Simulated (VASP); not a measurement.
Crystal: GdO.

```
Gd O
1.0
     0.00000    2.69843    2.69843
     2.69843    0.00000    2.69843
     2.69843    2.69843    0.00000
Gd O
1 1
Direct
  0.00000 0.00000 0.00000
  0.25000 0.25000 0.25000
```

Base run:

| Item | Value |
| --- | --- |
| Program | VASP 6.6.1 |
| Functional | PBE |
| Potentials or basis | VASP PAW PBE potentials, release 64 (Gd, O) |
| Cutoff | 520 eV |
| k mesh | 10 × 10 × 10 |
| Occupations | gaussian, width 0.05 eV |
| Spin | collinear spin, ferromagnetic start |
| Starting moments | [0.5, 0.0] μB |
| Hubbard terms | Gd f U = 6.0 eV |

Its results: pressure 0.0 GPa.

Question: After a change of settings the same cell gave: pressure 1.3 GPa. Which change was it?
A. k mesh from 10 × 10 × 10 to 6 × 6 × 6; moments at the start from [0.5, 0.0] to [7.72, 0.0]
B. moments at the start from [0.5, 0.0] to [7.72, 0.02]
C. spin from collinear spin, ferromagnetic start to no spin polarisation; further incar settings from ALGO = Normal; EDIFF = 1e-07; NBANDS = 23 to ALGO = Normal; EDIFF = 1e-07; NBANDS = 19

Answer: C.

Caveats: a cell with one magnetic atom can't hold antiferromagnetic order, which such compounds often take (at least some runs).
